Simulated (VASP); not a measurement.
Here is a VASP 6.6.1 calculation.

File INCAR:

```
SYSTEM = F
ALGO = Normal
EDIFF = 1E-6
ENCUT = 520
GGA = PS
ISIF = 2
ISMEAR = 0
LASPH = .TRUE.
LCHARG = .FALSE.
LREAL = .FALSE.
LWAVE = .FALSE.
NBANDS = 22
NELM = 80
PREC = Accurate
SIGMA = 0.05
```

Contents of KPOINTS:

```
k-points
0
G
  6 6 4
  0 0 0
```

POSCAR

```
F
1.0
    3.6463215400     -2.0291439700      0.0000000000
    3.6463215400      2.0291439700      0.0000000000
    0.0000000000      0.0000000000      6.3757260000
F
4
Direct
    0.9125420000      0.0874580000      0.0960130000
    0.5874580000      0.4125420000      0.5960130000
    0.4125420000      0.5874580000      0.4039870000
    0.0874580000      0.9125420000      0.9039870000
```

Potentials or basis: VASP PAW PBE potentials, release 64 (F).

Command:

```console
$ cat potpaw_PBE.64/F/POTCAR > POTCAR
$ mpirun -np 1 vasp_std > vasp.out
```

(1) Estimate the pressure.

(2) Estimate the largest force.

(3) Estimate the band gap on the k mesh.

Answers

(1) -0.6 GPa.

(2) 0.079 eV/Å.

(3) 3.13 eV.

Caveat: the cell differs from its parent crystal (strain +0.0300 x Voigt [1, -1, 0, 0, 0, 0]); the PAW data sets were made with another functional, which shifts forces and pressure a little.
